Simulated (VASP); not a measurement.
# As (Pm-3m) in VASP: settings compared

As is run at these levels: PBEsol+D3(BJ), LDA, BLYP+D3(BJ); tasks: single point.

Everything below comes from runs of VASP 6.6.1. Logs are shortened: lines on timing, memory, paths and dates and some standing lists are left out, and cuts for length are marked.

### 1 The cell of the first run

Symmetry: Pm-3m, No. 221, cubic system. Conventional cell: a = 2.666 Å, b = 2.666 Å, c = 2.666 Å, α = 90.00°, β = 90.00°, γ = 90.00°. As (site symmetry m-3m) has 6 As at 2.67 Å within 3.5 Å.

### 2 Single point, PBEsol+D3(BJ)

File INCAR:

```
PREC = Accurate
ENCUT = 520
EDIFF = 1E-7
ISMEAR = 1
SIGMA = 0.15
LREAL = F
LASPH = T
NELM = 100
ALGO = Normal
ISIF = 2
LWAVE = F
LCHARG = F
GGA = PS
IVDW = 12
NBANDS = 8
```

File KPOINTS:

```
regular mesh
0
Gamma
  8 8 8
```

File POSCAR:

```
As
1.0
    2.6661676764      0.0000000000      0.0000000000
    0.0000000000      2.6661676764      0.0000000000
    0.0000000000      0.0000000000      2.6661676764
As
1
Direct
    0.5000000000      0.5000000000      0.5000000000
```

Potentials or basis: VASP PAW PBE potentials, release 64 (As).

Started as:

```console
> cat potpaw_PBE.64/As/POTCAR > POTCAR
> mpirun -np 1 vasp_std > vasp.out
```

OUTCAR:

```text
PREC = Accurate
   ENCUT = 520
   EDIFF = 1E-7
   ISMEAR = 1
   LREAL = F
   LASPH = T
   NELM = 100
   ISIF = 2
   GGA = PS
   IVDW = 12
 IVDW          = 12

 ion  position               nearest neighbor table
   1  0.500  0.500  0.500-

  LATTYP: Found a simple cubic cell.
 ALAT       =     2.6661676764

  Lattice vectors:

 A1 = (   2.6661676764,   0.0000000000,   0.0000000000)
 A2 = (   0.0000000000,   2.6661676764,   0.0000000000)
 A3 = (   0.0000000000,   0.0000000000,   2.6661676764)

Analysis of symmetry for initial positions (statically):
=====================================================================
 Subroutine PRICEL returns:
 Original cell was already a primitive cell.

 Routine SETGRP: Setting up the symmetry group for a
 simple cubic supercell.

 Subroutine GETGRP returns: Found 48 space group operations
 (whereof 48 operations were pure point group operations)
 out of a pool of 48 trial point group operations.

The static configuration has the point symmetry O_h .

Analysis of symmetry for dynamics (positions and initial velocities):
=====================================================================
 Subroutine PRICEL returns:
 Original cell was already a primitive cell.

 Routine SETGRP: Setting up the symmetry group for a
 simple cubic supercell.

 Subroutine GETGRP returns: Found 48 space group operations
 (whereof 48 operations were pure point group operations)
 out of a pool of 48 trial point group operations.

The dynamic configuration has the point symmetry O_h .

 Subroutine INISYM returns: Found 48 space group operations
 (whereof 48 operations are pure point group operations),
 and found     1 'primitive' translations

----------------------------------------------------------------------------------------

                                     Primitive cell

  volume of cell :      18.9523

  direct lattice vectors                    reciprocal lattice vectors
     2.666167676  0.000000000  0.000000000     0.375070184  0.000000000  0.000000000
     0.000000000  2.666167676  0.000000000     0.000000000  0.375070184  0.000000000
     0.000000000  0.000000000  2.666167676     0.000000000  0.000000000  0.375070184

  length of vectors
     2.666167676  2.666167676  2.666167676     0.375070184  0.375070184  0.375070184

  position of ions in fractional coordinates (direct lattice)
     0.500000000  0.500000000  0.500000000

  ion indices of the primitive-cell ions
   primitive index   ion index
                 1           1

----------------------------------------------------------------------------------------

 KPOINTS: regular mesh

Automatic generation of k-mesh.
 Grid dimensions read from file:
 generate k-points for:    8    8    8

 Generating k-lattice:

  Cartesian coordinates                     Fractional coordinates (reciprocal lattice)
     0.046883773  0.000000000  0.000000000     0.125000000  0.000000000  0.000000000
     0.000000000  0.046883773  0.000000000     0.000000000  0.125000000  0.000000000
     0.000000000  0.000000000  0.046883773     0.000000000  0.000000000  0.125000000

  Length of vectors
     0.046883773  0.046883773  0.046883773

  Shift w.r.t. Gamma in fractional coordinates (k-lattice)
     0.000000000  0.000000000  0.000000000

 Subroutine IBZKPT returns following result:
 ===========================================

 Found     35 irreducible k-points:

 Following reciprocal coordinates:
            Coordinates               Weight
  0.000000  0.000000  0.000000      1.000000
  0.125000  0.000000  0.000000      6.000000
  0.250000  0.000000  0.000000      6.000000
  0.375000  0.000000  0.000000      6.000000
  0.500000  0.000000  0.000000      3.000000
  0.125000  0.125000  0.000000     12.000000
[... 16 lines left out ...]
  0.375000  0.375000  0.125000     24.000000
  0.500000  0.375000  0.125000     24.000000
 [... further k-points ...]
   k-points           NKPTS =     35   k-points in BZ     NKDIM =     35   number of bands    NBANDS=      8
   number of dos      NEDOS =    301   number of ions     NIONS =      1
   total plane-waves  NPLWV =   8000
   dimension x,y,z NGX =    20 NGY =   20 NGZ =   20
   dimension x,y,z NGXF=    40 NGYF=   40 NGZF=   40
   ions per type =               1
   NGX,Y,Z   is equivalent  to a cutoff of  12.47, 12.47, 12.47 a.u.
   NGXF,Y,Z  is equivalent  to a cutoff of  24.94, 24.94, 24.94 a.u.
 SYSTEM =  unknown system
   PREC   = accura    normal or accurate (medium, high low for compatibility)
   ISTART =      0    job   : 0-new  1-cont  2-samecut
   ICHARG =      2    charge: 1-file 2-atom 10-const
   ISPIN  =      1    spin polarized calculation?
   LNONCOLLINEAR =      F non collinear calculations
   LSORBIT =      F    spin-orbit coupling
   LASPH  =      T    aspherical Exc in radial PAW
   ENCUT  =  520.0 eV  38.22 Ry    6.18 a.u.   4.96  4.96  4.96*2*pi/ulx,y,z
   NELM   =    100;   NELMIN=  2; NELMDL= -5     # of ELM steps
   EDIFF  = 0.1E-06   stopping-criterion for ELM
   LREAL  =      F    real-space projection
   EDIFFG = 0.1E-05   stopping-criterion for IOM
   NSW    =      0    number of steps for IOM
   IBRION =     -1    ionic relax: 0-MD 1-quasi-New 2-CG
   NFREE  =      0    steps in history (QN), initial steepest desc. (CG)
   ISIF   =      2    stress and relaxation
   ISYM   =      2    0-nonsym 1-usesym 2-fastsym
   POTIM  = 0.5000    time-step for ionic-motion
   TEBEG  =    0.0;   TEEND  =   0.0 temperature during run
   PSTRESS=    0.0 pullay stress
   NELECT =       5.0000    total number of electrons
   NUPDOWN=      -1.0000    fix difference up-down
   EMIN   =  10.00;   EMAX   =-10.00  energy-range for DOS
   EFERMI =   0.00;   METHOD = LEGACY
   ISMEAR =     1;   SIGMA  =   0.15  broadening in eV -4-tet -1-fermi 0-gaus
   EFERMI_NEDOS =   21; number of points for ismear=-14 and -15
   IALGO  =     38    algorithm
   IMIX   =      4    mixing-type and parameters
     AMIX     =   0.40;   BMIX     =  1.00
     AMIX_MAG =   1.60;   BMIX_MAG =  1.00
  volume/ion in A,a.u.               =      18.95       127.90
  Fermi-wavevector in a.u.,A,eV,Ry     =   1.049971  1.984158 14.999599  1.102439
  Thomas-Fermi vector in A             =   2.184955
   LORBIT       =      0    0 simple, 1 ext, 2 COOP (PROOUT), +10 PAW based schemes
   GGA     = PS    functional components
   LHFCALC =     F    Hartree Fock is set to
   AEXX    =    0.0000 exact exchange contribution
   IVDW    =    12    specifies the selected vdW correction
   LEPSILON=     F    determine dielectric tensor
   LRPA    =     F    only Hartree local field effects (RPA)
 non-spin polarized calculation
 Methfessel and Paxton  Order N= 1 SIGMA  =   0.15
  energy-cutoff  :      520.00
  volume of cell :       18.95
 maximum number of plane-waves:       536
 NGX is ok and might be reduce to    20
   NGX =  9   NGY =  9   NGZ =  9

 number of electron       5.0000001 magnetization

 Free energy of the ion-electron system (eV)
  ---------------------------------------------------
  ext. energy  EPLUGINS =         0.00000000
  ---------------------------------------------------
  free energy    TOTEN  =        -5.00170663 eV

  energy without entropy =       -4.99838295  energy(sigma->0) =       -5.00059873

 E-fermi :   6.2682     XC(G=0): -10.7423

 val. band max:        6.2491780713   @ k =   0.3750   0.2500   0.1250
 cond. band min:       6.2713276447   @ k =   0.5000   0.5000   0.3750
 fundamental gap:      0.0221495734
 Fermi energy:         6.2681684936

 k-point     1 :       0.0000    0.0000    0.0000
  band No.  band energies     occupation
      1      -9.0890      2.00000
      2      10.6036      0.00000
      3      10.6036      0.00000
      4      10.6036      0.00000
      5      14.8359      0.00000
      6      14.8359      0.00000
      7      17.0618      0.00000
      8      31.7885      0.00000

 k-point     2 :       0.1250    0.0000    0.0000
  band No.  band energies     occupation
      1      -8.7896      2.00000
      2       7.6410     -0.00000
      3      10.8693      0.00000
      4      10.8693      0.00000
      5      15.1012      0.00000
      6      16.3959      0.00000
      7      19.2289      0.00000
      8      28.5827      0.00000

 k-point     3 :       0.2500    0.0000    0.0000
  band No.  band energies     occupation
      1      -7.9170      2.00000
      2       3.7310      2.00000
      3      11.6051      0.00000
      4      11.6051      0.00000
      5      15.8658      0.00000
      6      17.4640      0.00000
      7      23.8041      0.00000
      8      25.0037      0.00000

 k-point     4 :       0.3750    0.0000    0.0000
  band No.  band energies     occupation
      1      -6.6235      2.00000
      2       0.5134      2.00000
      3      12.5553      0.00000
      4      12.5553      0.00000
      5      16.9584      0.00000
      6      18.9386      0.00000
      7      22.3141      0.00000
      8      22.3141      0.00000

 k-point     5 :       0.5000    0.0000    0.0000
  band No.  band energies     occupation
      1      -5.7429      2.00000
      2      -1.0191      2.00000
      3      13.0633      0.00000
      4      13.0633      0.00000
      5      17.6448      0.00000
      6      20.5355      0.00000
      7      21.2236      0.00000
      8      21.2236      0.00000
[... 177 lines left out ...]
 k-point    22 :       0.5000    0.2500    0.1250
  band No.  band energies     occupation
      1      -4.2542      2.00000
      2       0.3506      2.00000
      3       6.9003     -0.00000
      4      11.6033      0.00000
      5      13.0246      0.00000
      6      17.9757      0.00000
      7      22.8704      0.00000
      8      24.4389      0.00000

 k-point    23 :       0.3750    0.3750    0.1250
  band No.  band energies     occupation
      1      -3.8297      2.00000
      2       2.7650      2.00000
      3       3.2861      2.00000
      4      11.2779      0.00000
      5      12.0849      0.00000
      6      20.0078      0.00000
      7      20.5890      0.00000
      8      24.3005      0.00000

 k-point    24 :       0.5000    0.3750    0.1250
  band No.  band energies     occupation
      1      -2.9066      2.00000
      2       1.4453      2.00000
      3       3.6988      2.00000
      4      10.0751      0.00000
      5      12.6069      0.00000
      6      19.1686      0.00000
      7      21.0544      0.00000
      8      25.1099      0.00000

 [... further k-points ...]

------------------------ aborting loop because EDIFF is reached ----------------------------------------

 Edisp (eV)   -0.41742

 E8    (eV) :    -0.2680

  FORCE on cell =-STRESS in cart. coord.  units (eV):
  Direction    XX          YY          ZZ          XY          YZ          ZX
  --------------------------------------------------------------------------------------
  -------------------------------------------------------------------------------------
  Total       0.04368     0.04368     0.04368    -0.00000    -0.00000     0.00000
  in kB       3.69277     3.69277     3.69277    -0.00000    -0.00000     0.00000
  external pressure =        3.69 kB  Pullay stress =        0.00 kB

 VOLUME and BASIS-vectors are now :
 -----------------------------------------------------------------------------
  energy-cutoff  :      520.00
  volume of cell :       18.95
      direct lattice vectors                 reciprocal lattice vectors
     2.666167676  0.000000000  0.000000000     0.375070184  0.000000000  0.000000000
     0.000000000  2.666167676  0.000000000     0.000000000  0.375070184  0.000000000
     0.000000000  0.000000000  2.666167676     0.000000000  0.000000000  0.375070184

 POSITION                                       TOTAL-FORCE (eV/Angst)
 -----------------------------------------------------------------------------------
      1.33308      1.33308      1.33308         0.000000      0.000000      0.000000
 -----------------------------------------------------------------------------------
    total drift:                                0.000000     -0.000000      0.000000

  FREE ENERGIE OF THE ION-ELECTRON SYSTEM (eV)
  ---------------------------------------------------
  free  energy   TOTEN  =        -5.4191218083 eV

  energy  without entropy=       -5.4157981259  energy(sigma->0) =       -5.41801391
```

Run time: 7.1 s. Hardware: 1 thread of Intel Xeon 8259CL, shared host; peak memory 0.13 GiB.

What came out:

```yaml
Free_energy: -5.4191 eV
Pressure: 0.4 GPa
Dispersion_energy_per_atom: -0.417 eV
```

Caveat: the PAW data sets were made with another functional, which shifts forces and pressure a little; pairwise dispersion overbinds metals, which lowers pressure and volume.

### 3 Single point, LDA

This run uses another cell than the first one, of 19.32 Å³/atom, 1.020 times its volume.

File INCAR:

```
SYSTEM = As
PREC = Accurate
ENCUT = 520
EDIFF = 1E-7
ISMEAR = 1
SIGMA = 0.15
LREAL = .FALSE.
LASPH = .TRUE.
NELM = 60
ALGO = Normal
ISIF = 2
LWAVE = .FALSE.
LCHARG = .FALSE.
NBANDS = 8
```

File KPOINTS:

```
regular mesh
0
G
  8 8 8
  0 0 0
```

File POSCAR:

```
As
1.0
    2.6834620587      0.0000000000      0.0000000000
    0.0000000000      2.6834620587      0.0000000000
    0.0000000000      0.0000000000      2.6834620587
As
1
Direct
    0.5000000000      0.5000000000      0.5000000000
```

Potentials or basis: VASP PAW LDA potentials, release 64 (As).

Started as:

```console
> cat potpaw_LDA.64/As/POTCAR > POTCAR
> mpirun -np 1 vasp_std > vasp.out
```

Run time: 5.7 s. Hardware: 1 thread of Intel Xeon 8259CL, shared host; peak memory 0.12 GiB.

Results (log left out):

```yaml
Free_energy: -5.2973 eV
Pressure: 0.3 GPa
```

Levels at points of the mesh, in eV from the Fermi level:
```tsv
k point	band 1	band 2	band 3	band 4	band 5	band 6	band 7
(0.00, 0.00, 0.00)	-15.15	4.23	4.23	4.23	8.65	8.65	10.66
(0.50, 0.00, 0.00)	-11.92	-7.06	6.58	6.58	11.39	14.20	14.93
(0.50, 0.50, 0.00)	-8.55	-4.32	-4.32	2.44	8.80	16.80	17.70
(0.50, 0.50, 0.50)	-4.82	-1.82	-1.82	-1.82	5.98	5.98	5.98
```

### 4 Single point, BLYP+D3(BJ)

This run uses another cell than the first one, of 20.08 Å³/atom, 1.059 times its volume.

File INCAR:

```
AGGAC = 1.0
AGGAX = 1.0
ALDAC = 0.0
ALDAX = 1.0
ALGO = Normal
EDIFF = 1E-7
ENCUT = 520
GGA = B5
ISIF = 2
ISMEAR = 1
IVDW = 12
LASPH = True
LCHARG = False
LREAL = False
LWAVE = False
NBANDS = 8
NELM = 60
PREC = Accurate
SIGMA = 0.15
VDW_A1 = 0.4298
VDW_A2 = 4.2359
VDW_S6 = 1.0
VDW_S8 = 2.6996
```

File KPOINTS:

```
k-points
0
Gamma
  8 8 8
```

File POSCAR:

```
As
1.0
    2.7178378693      0.0000000000      0.0000000000
    0.0000000000      2.7178378693      0.0000000000
    0.0000000000      0.0000000000      2.7178378693
As
1
Direct
    0.5000000000      0.5000000000      0.5000000000
```

Potentials or basis: VASP PAW PBE potentials, release 64 (As).

Started as:

```console
> cat potpaw_PBE.64/As/POTCAR > POTCAR
> mpirun -np 1 vasp_std > vasp.out
```

It took 13 s on 1 thread of Intel Xeon 8259CL, shared host; peak memory 0.13 GiB.

It converged, with:

* Free energy: -4.7476 eV
* Pressure: 0.4 GPa
* Dispersion energy per atom: -1.017 eV

Levels at points of the mesh, in eV from the Fermi level:
| k point | band 1 | band 2 | band 3 | band 4 | band 5 | band 6 | band 7 | band 8 |
| --- | --- | --- | --- | --- | --- | --- | --- | --- |
| (0.00, 0.00, 0.00) | -14.80 | 4.06 | 4.06 | 4.06 | 8.70 | 8.70 | 10.87 | 24.75 |
| (0.50, 0.00, 0.00) | -11.79 | -6.65 | 6.24 | 6.24 | 11.25 | 14.47 | 14.86 | 14.87 |
| (0.50, 0.50, 0.00) | -8.65 | -4.11 | -4.11 | 3.00 | 8.29 | 16.36 | 17.46 | 17.46 |
| (0.50, 0.50, 0.50) | -5.20 | -1.80 | -1.80 | -1.80 | 6.28 | 6.28 | 6.28 | 10.15 |

Caveat: the PAW data sets were made with another functional, which shifts forces and pressure a little; pairwise dispersion overbinds metals, which lowers pressure and volume.

### 5 Overview

| level | potentials or basis | cell | gap on the mesh (eV) | pressure (GPa) |
| --- | --- | --- | --- | --- |
| PBEsol+D3(BJ) | VASP PAW PBE potentials, release 64 (As) | a = 2.666 Å, 1 atom | none | 0.4 |
| LDA | VASP PAW LDA potentials, release 64 (As) | a = 2.683 Å, 1 atom | none | 0.3 |
| BLYP+D3(BJ) | VASP PAW PBE potentials, release 64 (As) | a = 2.718 Å, 1 atom | none | 0.4 |

Alike in all rows: task single point; no spin polarisation; k mesh 8 × 8 × 8; cutoff (eV) 520; smearing methfessel-paxton 0.15 eV.

Caveats: the PAW data sets were made with another functional, which shifts forces and pressure a little (some runs); pairwise dispersion overbinds metals, which lowers pressure and volume (some runs).

Absolute energies hang on the potentials; compare differences alone.
